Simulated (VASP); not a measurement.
RbAl12 (Aluminum): single point with LDA

The system is RbAl12 (Aluminum), a slab with vacuum.

```
Al Rb
1.0
     4.87892    0.00000    0.00000
    -2.43946    4.22527    0.00000
     0.00000    0.00000   25.89983
Al Rb
12 1
Direct
  0.00000 0.33333 0.32819
  0.33333 0.00000 0.32819
  0.66667 0.66667 0.32819
  0.33333 0.33333 0.41699
  0.66667 0.00000 0.41699
  0.00000 0.66667 0.41699
  0.66873 0.33381 0.50358
  0.00000 0.00100 0.50329
  0.33127 0.66508 0.50358
  0.00000 0.33454 0.59540
  0.33823 0.00332 0.59112
  0.66177 0.66509 0.59112
  0.00000 0.83744 0.71335
```

```json
{
 "Program": "VASP 6.6.1",
 "Task": "single point",
 "Functional": "LDA",
 "Potentials or basis": "VASP PAW LDA potentials, release 64 (Al, Rb_sv)",
 "Cutoff": "520 eV",
 "k mesh": "6 × 6 × 1",
 "Occupations": "gaussian, width 0.1 eV",
 "Spin": "no spin polarisation",
 "Dipole correction": "yes",
 "Further INCAR settings": "ALGO = Normal; EDIFF = 1e-06; NBANDS = 34"
}
```

```
Largest force : 0.029 eV/Å
```

Forces on the atoms (eV/Å):
```
Al   0.000  0.000 -0.013
Al   0.008  0.004 -0.013
Al  -0.007 -0.005 -0.013
Al   0.012 -0.005  0.017
Al  -0.002 -0.013  0.017
Al  -0.011  0.019  0.007
Al   0.004 -0.001 -0.008
Al  -0.002  0.003  0.000
Al  -0.001 -0.003 -0.008
Al   0.002 -0.003  0.029
Al  -0.015 -0.010 -0.003
Al   0.016  0.008 -0.003
Rb  -0.004  0.007 -0.010
```

Levels at points of the mesh, in eV from the Fermi level:
| k point | band 19 | band 20 | band 21 | band 22 | band 23 | band 24 | band 25 | band 26 |
| --- | --- | --- | --- | --- | --- | --- | --- | --- |
| (0.00, 0.00, 0.00) | -2.16 | -2.04 | -1.99 | -1.20 | -0.78 | -0.75 | -0.73 | -0.72 |
| (0.50, 0.00, 0.00) | -1.77 | -1.74 | -0.20 | 0.03 | 0.70 | 0.89 | 1.50 | 1.61 |
| (0.00, 0.50, 0.00) | -1.76 | -1.74 | -0.19 | 0.03 | 0.76 | 0.84 | 1.51 | 1.65 |

Wall time 15 min on 1 thread of AMD EPYC 7R13 (shared host), peak memory 0.48 GiB.
